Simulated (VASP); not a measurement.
Here is a VASP 6.6.1 calculation.

Contents of INCAR:

```
PREC     = Accurate       # precision mode
ENCUT    = 520            # plane-wave cutoff, eV
EDIFF    = 1E-6           # SCF threshold, eV
ISMEAR   = 0              # smearing method
SIGMA    = 0.05           # smearing width, eV
LREAL    = F              # projectors in reciprocal space
LASPH    = T              # aspherical terms in the spheres
NELM     = 80             # most SCF steps
ALGO     = Normal         # electronic algorithm
ISIF     = 2              # what is computed and relaxed
LWAVE    = F              # write WAVECAR
LCHARG   = F              # write CHGCAR
GGA      = PE             # functional
NBANDS   = 28             # bands
```

Contents of KPOINTS:

```
Automatic mesh
0
Gamma
  6 6 6
```

POSCAR

```
BaZrO3
1.0
    4.6921925951      0.0000000000      0.0000000000
    0.0000000000      4.6921925951      0.0000000000
    0.0000000000      0.0000000000      4.2272005361
Ba Zr O
1 1 3
Direct
    0.5000000000      0.5000000000      0.5000000000
    0.0000000000      0.0000000000      0.0000000000
    0.5000000000      0.0000000000      0.0000000000
    0.0000000000      0.5000000000      0.0000000000
    0.0000000000      0.0000000000      0.5000000000
```

Potentials or basis: VASP PAW PBE potentials, release 64 (Ba_sv, Zr_sv, O).

Launch:

```bash
$ cat potpaw_PBE.64/Ba_sv/POTCAR potpaw_PBE.64/Zr_sv/POTCAR potpaw_PBE.64/O/POTCAR > POTCAR
$ mpirun -np 1 vasp_std > vasp.out
```

Problem. Estimate the band gap on the k mesh.

Solution. 2.39 eV, indirect (least direct gap 2.69 eV).

Problem. Predict the pressure.

Solution. -17.7 GPa.

Stress tensor (GPa, compression positive):
```
-21.20   0.00   0.00
  0.00 -21.20   0.00
  0.00   0.00 -10.76
```

Caveat: the cell differs from its parent crystal (normal strain along x +0.1100, normal strain along y +0.1100); spin-orbit coupling is left out, which moves the levels of the heavy elements. A k mesh can miss the band edges.
